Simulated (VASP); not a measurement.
Write the native input for VASP 6.6.1 that does the following.

- Task: single point
- Functional: r2SCAN
- Potentials or basis: VASP PAW PBE potentials, release 64 (Si, C)
- Cutoff: 520 eV
- k mesh: 12 × 12 × 6
- Occupations: gaussian, width 0.02 eV
- Spin: no spin polarisation
- Dipole correction: no
- Further INCAR settings: ALGO = Normal; EDIFF = 1e-07; NBANDS = 16

SiC:

```
CELL_PARAMETERS angstrom
2.89078 0.00000 0.00000
-1.44539 2.50349 0.00000
0.00000 0.00000 5.23008
ATOMIC_POSITIONS crystal
Si 0.33333 0.66667 0.50244
Si 0.66667 0.33333 0.00244
C 0.33333 0.66667 0.87256
C 0.66667 0.33333 0.37256
```

This cell differs from its parent crystal: biaxial strain in the a-b plane: -6.0 %.

The input as run:

POSCAR

```
SiC
1.0
    2.8907797174      0.0000000000      0.0000000000
   -1.4453898587      2.5034886720      0.0000000000
    0.0000000000      0.0000000000      5.2300812711
Si C
2 2
Direct
    0.3333333333      0.6666666667      0.5024430300
    0.6666666667      0.3333333333      1.0024430300
    0.3333333333      0.6666666667      0.8725569700
    0.6666666667      0.3333333333      0.3725569700
```

INCAR.step1

```
SYSTEM = SiC
  PREC = Accurate
  ENCUT = 520
  ISMEAR = 0
  SIGMA = 0.02
  LREAL = .FALSE.
  LASPH = .TRUE.
  NELM = 80
  NBANDS = 16
  GGA = PE
  ALGO = Normal
  EDIFF = 1E-4
  LWAVE = .TRUE.
  LCHARG = .FALSE.
```

INCAR.step2

```
SYSTEM = SiC
  PREC = Accurate
  ENCUT = 520
  EDIFF = 1E-7
  ISMEAR = 0
  SIGMA = 0.02
  LREAL = .FALSE.
  LASPH = .TRUE.
  NELM = 80
  ALGO = Normal
  ISIF = 2
  LWAVE = .FALSE.
  LCHARG = .FALSE.
  METAGGA = R2SCAN
  LMIXTAU = .TRUE.
  NBANDS = 16
  ISTART = 1
```

KPOINTS

```
regular mesh
0
G
  12 12 6
  0 0 0
```

Potentials or basis: VASP PAW PBE potentials, release 64 (Si, C).

Command:

```console
$ cat potpaw_PBE.64/Si/POTCAR potpaw_PBE.64/C/POTCAR > POTCAR
$ cp INCAR.step1 INCAR
$ mpirun -np 1 vasp_std > vasp.out
$ cp INCAR.step2 INCAR
$ mpirun -np 1 vasp_std > vasp.out
```

It gave:

The pressure is 25.9 GPa and the largest force is 0.463 eV/Å. The band gap on the k mesh is 1.80 eV, indirect (least direct gap 4.73 eV).

Caveat: the cell differs from its parent crystal (biaxial strain in the a-b plane: -6.0 %); the PAW data sets were made with another functional, which shifts forces and pressure a little.

Wall time 3 min on 1 thread of Intel(R) Xeon(R) Platinum 8375C CPU @ 2.90GHz (Ice Lake), with other jobs on the host, peak memory 0.18 GiB.
